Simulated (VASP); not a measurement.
Here is a VASP 6.6.1 calculation.

Contents of INCAR:

```
  ALGO = Normal
  EDIFF = 1E-6
  ENCUT = 820
  GGA = CA
  GGA_COMPAT = F
  ISIF = 2
  ISMEAR = 0
  LASPH = T
  LCHARG = T
  LELF = T
  LREAL = F
  LVHAR = T
  LWAVE = F
  NBANDS = 47
  NELM = 120
  PREC = Accurate
  SIGMA = 0.02
```

Contents of KPOINTS:

```
k-points
0
Gamma
  5 5 5
```

The input POSCAR:

```
TlCuF6
1.0
    5.6123740214      0.0000000000      0.0000000000
    2.8061870107      4.8604584780      0.0000000000
    2.8061870107      1.6201528260      4.5824841993
Tl Cu F
1 1 6
Direct
    0.0000000000      0.0000000000      0.0000000000
    0.5000000000      0.5000000000      0.5000000000
    0.2666429357      0.2666429357      0.7333570643
    0.2666429357      0.7333570643      0.7333570643
    0.7333570643      0.7333570643      0.2666429357
    0.2666429357      0.7333570643      0.2666429357
    0.7333570643      0.2666429357      0.7333570643
    0.7333570643      0.2666429357      0.2666429357
```

Potentials or basis: VASP PAW LDA potentials, release 64 (Tl_d, Cu_sv_GW, F).

Launch:

```console
$ cat potpaw_LDA.64/Tl_d/POTCAR potpaw_LDA.64/Cu_sv_GW/POTCAR potpaw_LDA.64/F/POTCAR > POTCAR
$ mpirun -np 1 vasp_std > vasp.out
```

Question: What does it give for the largest force?

Answer: 0.023 eV/Å.

Question: Estimate the band gap on the k mesh.

Answer: Zero (bands 37 and 38 overlap by 0.74 eV).

Forces on the atoms (eV/Å):
```
Tl   0.000  0.000  0.000
Cu   0.000  0.000  0.000
F   -0.016 -0.009  0.013
F    0.000  0.019  0.013
F    0.016  0.009 -0.013
F   -0.016  0.009 -0.013
F    0.016 -0.009  0.013
F    0.000 -0.019 -0.013
```

Caveat: spin-orbit coupling is left out, which moves the levels of the heavy elements. With open d or f shells a metallic result of LDA can be an artefact of self-interaction; +U or a hybrid may open a gap.
